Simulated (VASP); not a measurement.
# Ti (Cmcm) in VASP: single point with PBEsol

Aim: the single point of Ti with PBEsol.

Program: VASP 6.6.1. These are calculated values, not measurements. Logs are shortened: lines on timing, memory, paths and dates and some standing lists are left out, and cuts for length are marked.

### Step 1. The cell of the first run

It takes space group Cmcm (No. 63, orthorhombic). The conventional cell has a = 3.282 Å, b = 4.641 Å, c = 4.641 Å, α = 90.00°, β = 90.00°, γ = 90.00°. Ti (site symmetry m2m) has 14 Ti at 2.84 to 3.33 Å within 3.7 Å.

### Step 2. Single point, PBEsol (mode 1 (-158.0 1/cm) frozen in, largest displacement +0.033 Å)

File INCAR:

```
SYSTEM = Ti
PREC = Accurate
ENCUT = 520
EDIFF = 1E-7
ISMEAR = 0
SIGMA = 0.15
LREAL = .FALSE.
LASPH = .TRUE.
NELM = 60
ALGO = Fast
ISIF = 2
LWAVE = .FALSE.
LCHARG = .FALSE.
GGA = PS
NBANDS = 19
```

File KPOINTS:

```
regular mesh
0
G
  18 18 10
  0 0 0
```

File POSCAR:

```
Ti
1.0
   -1.6410000000      1.6410000000      1.6410000000
    1.6410000000     -1.6410000000      1.6410000000
    3.2820000000      3.2820000000      0.0000000000
Ti
2
Direct
   -0.0070021238      0.0070021238      0.0000000000
    0.5070021238      0.4929978762      0.5000000000
```

Potentials or basis: VASP PAW PBE potentials, release 64 (Ti_sv).

Run with:

```
> cat potpaw_PBE.64/Ti_sv/POTCAR > POTCAR
> mpirun -np 1 vasp_std > vasp.out
```

OUTCAR:

```text
SYSTEM = Ti
   PREC = Accurate
   ENCUT = 520
   EDIFF = 1E-7
   ISMEAR = 0
   LREAL = .FALSE.
   LASPH = .TRUE.
   NELM = 60
   ISIF = 2
   GGA = PS

 ion  position               nearest neighbor table
   1  0.993  0.007  0.000-   2 2.84   2 2.84   2 2.84   2 2.84
   2  0.507  0.493  0.500-   1 2.84   1 2.84   1 2.84   1 2.84

  LATTYP: Found a base centered orthorhombic cell.
 ALAT       =     3.2820000000
 B/A-ratio  =     1.4142135624
 C/A-ratio  =     1.4142135624

  Lattice vectors:

 A1 = (  -1.6410000000,   1.6410000000,   1.6410000000)
 A2 = (   1.6410000000,  -1.6410000000,   1.6410000000)
 A3 = (   3.2820000000,   3.2820000000,   0.0000000000)

Analysis of symmetry for initial positions (statically):
=====================================================================
 Subroutine PRICEL returns:
 Original cell was already a primitive cell.

 Routine SETGRP: Setting up the symmetry group for a
 base centered orthorhombic supercell.

 Subroutine GETGRP returns: Found  8 space group operations
 (whereof  4 operations were pure point group operations)
 out of a pool of  8 trial point group operations.

The static configuration has the point symmetry C_2v.
 The point group associated with its full space group is D_2h.

Analysis of symmetry for dynamics (positions and initial velocities):
=====================================================================
 Subroutine PRICEL returns:
 Original cell was already a primitive cell.

 Routine SETGRP: Setting up the symmetry group for a
 base centered orthorhombic supercell.

 Subroutine GETGRP returns: Found  8 space group operations
 (whereof  4 operations were pure point group operations)
 out of a pool of  8 trial point group operations.

The dynamic configuration has the point symmetry C_2v.
 The point group associated with its full space group is D_2h.

 Subroutine INISYM returns: Found  8 space group operations
 (whereof  4 operations are pure point group operations),
 and found     1 'primitive' translations

----------------------------------------------------------------------------------------

                                     Primitive cell

  volume of cell :      35.3521

  direct lattice vectors                    reciprocal lattice vectors
    -1.641000000  1.641000000  1.641000000    -0.152346130  0.152346130  0.304692261
     1.641000000 -1.641000000  1.641000000     0.152346130 -0.152346130  0.304692261
     3.282000000  3.282000000  0.000000000     0.152346130  0.152346130  0.000000000

  length of vectors
     2.842295375  2.842295375  4.641448912     0.373170284  0.373170284  0.215449964
[... 82 lines left out ...]
   LREAL  =      F    real-space projection
   EDIFFG = 0.1E-05   stopping-criterion for IOM
   NSW    =      0    number of steps for IOM
   IBRION =     -1    ionic relax: 0-MD 1-quasi-New 2-CG
   NFREE  =      0    steps in history (QN), initial steepest desc. (CG)
   ISIF   =      2    stress and relaxation
   ISYM   =      2    0-nonsym 1-usesym 2-fastsym
   POTIM  = 0.5000    time-step for ionic-motion
   TEBEG  =    0.0;   TEEND  =   0.0 temperature during run
   PSTRESS=    0.0 pullay stress
   NELECT =      24.0000    total number of electrons
   NUPDOWN=      -1.0000    fix difference up-down
   EMIN   =  10.00;   EMAX   =-10.00  energy-range for DOS
   EFERMI =   0.00;   METHOD = LEGACY
   ISMEAR =     0;   SIGMA  =   0.15  broadening in eV -4-tet -1-fermi 0-gaus
   EFERMI_NEDOS =   21; number of points for ismear=-14 and -15
   IALGO  =     68    algorithm
   IMIX   =      4    mixing-type and parameters
     AMIX     =   0.40;   BMIX     =  1.00
     AMIX_MAG =   1.60;   BMIX_MAG =  1.00
  volume/ion in A,a.u.               =      17.68       119.28
  Fermi-wavevector in a.u.,A,eV,Ry     =   1.438821  2.718977 28.166848  2.070205
  Thomas-Fermi vector in A             =   2.557745
   LORBIT       =      0    0 simple, 1 ext, 2 COOP (PROOUT), +10 PAW based schemes
   GGA     = PS    functional components
   LHFCALC =     F    Hartree Fock is set to
   AEXX    =    0.0000 exact exchange contribution
   IVDW    =     0    specifies the selected vdW correction
   LEPSILON=     F    determine dielectric tensor
   LRPA    =     F    only Hartree local field effects (RPA)
 non-spin polarized calculation
 RMM-DIIS sequential band-by-band and
 Gauss-broadening in eV      SIGMA  =   0.15
  energy-cutoff  :      520.00
  volume of cell :       35.35
 maximum number of plane-waves:       966
 NGX is ok and might be reduce to    24
   NGX = 11   NGY = 11   NGZ = 17

 number of electron      24.0000008 magnetization

 Free energy of the ion-electron system (eV)
  ---------------------------------------------------
  ext. energy  EPLUGINS =         0.00000000
  ---------------------------------------------------
  free energy    TOTEN  =       -16.44871173 eV

  energy without entropy =      -16.39670497  energy(sigma->0) =      -16.42270835

 E-fermi :   7.7779     XC(G=0): -11.5485

 val. band max:        7.7777520327   @ k =   0.4444   0.2778   0.5000
 cond. band min:       7.7783686844   @ k =  -0.3333   0.0556   0.4000
 fundamental gap:      0.0006166517
 Fermi energy:         7.7778947221

 k-point     1 :       0.0000    0.0000    0.0000
  band No.  band energies     occupation
      1     -48.5578      2.00000
      2     -48.4330      2.00000
      3     -25.1731      2.00000
      4     -24.7303      2.00000
      5     -24.5326      2.00000
      6     -24.5292      2.00000
[... 505 lines left out ...]
      6     -24.6017      2.00000
[... 11 lines left out ...]
     18      10.4169      0.00000
     19      11.1214      0.00000

 [... further k-points ...]

------------------------ aborting loop because EDIFF is reached ----------------------------------------

  FORCE on cell =-STRESS in cart. coord.  units (eV):
  Direction    XX          YY          ZZ          XY          YZ          ZX
  --------------------------------------------------------------------------------------
  -------------------------------------------------------------------------------------
  Total       -1.5618300     -1.5618300     -1.5538953     -0.0314539      0.0000000      0.0000000
  in kB      -70.7829443    -70.7829443    -70.4233357     -1.4255076      0.0000000      0.0000000
  external PRESSURE =     -70.6630748 kB  Pullay stress =       0.0000000 kB

 VOLUME and BASIS-vectors are now :
 -----------------------------------------------------------------------------
  energy-cutoff  :      520.00
  volume of cell :       35.35
      direct lattice vectors                 reciprocal lattice vectors
    -1.641000000  1.641000000  1.641000000    -0.152346130  0.152346130  0.304692261
     1.641000000 -1.641000000  1.641000000     0.152346130 -0.152346130  0.304692261
     3.282000000  3.282000000  0.000000000     0.152346130  0.152346130  0.000000000

 POSITION                                       TOTAL-FORCE (eV/Angst)
 -----------------------------------------------------------------------------------
     -1.61802      1.61802      1.64100         0.096025     -0.096025      0.000000
      1.61802      1.66398      1.64100        -0.096025      0.096025      0.000000
 -----------------------------------------------------------------------------------
    total drift:                                0.000000     -0.000000      0.000000

  FREE ENERGIE OF THE ION-ELECTRON SYSTEM (eV)
  ---------------------------------------------------
  free  energy   TOTEN  =       -16.4487117278 eV

  energy  without entropy=      -16.3967049731  energy(sigma->0) =      -16.42270835
```

It took 7.4 min on 1 thread of Intel Xeon 6975P-C (Granite Rapids), shared host; peak memory 0.4 GiB.

What came out:

```
Free energy            : -16.4487 eV
Pressure               : -7.1 GPa
Largest force          : 0.136 eV/Å
Band gap on the k mesh : zero (band 12 reaches 8.74 eV, above the bottom of band 13 at 7.18 eV)
```

Forces on the atoms (eV/Å):
```
Ti   0.096 -0.096  0.000
Ti  -0.096  0.096  0.000
```

Levels at points of the mesh, in eV from the Fermi level:
```tsv
k point	band 8	band 9	band 10	band 11	band 12	band 13	band 14	band 15	band 16	band 17
(0.00, 0.00, 0.00)	-32.31	-5.91	-2.42	-0.39	0.96	0.97	0.97	1.10	2.68	2.69
(0.50, 0.00, 0.00)	-32.36	-1.75	-1.72	-0.66	-0.46	-0.15	0.08	2.36	2.67	3.07
(0.50, 0.50, 0.00)	-32.31	-2.41	-2.05	-2.04	-0.39	1.09	2.68	3.01	3.85	3.85
(0.00, 0.00, 0.50)	-32.31	-4.06	-4.06	0.24	0.24	0.45	0.45	2.35	2.35	2.39
(0.50, 0.00, 0.50)	-32.31	-2.42	-2.42	-0.39	-0.39	1.10	1.10	2.67	2.67	3.03
(0.50, 0.50, 0.50)	-32.53	-1.52	-1.52	-0.99	-0.99	1.20	1.20	1.83	1.83	4.02
```

Caveat: the cell differs from its parent crystal (mode 1 (-158.0 1/cm) frozen in, largest displacement +0.033 Å); the PAW data sets were made with another functional, which shifts forces and pressure a little.
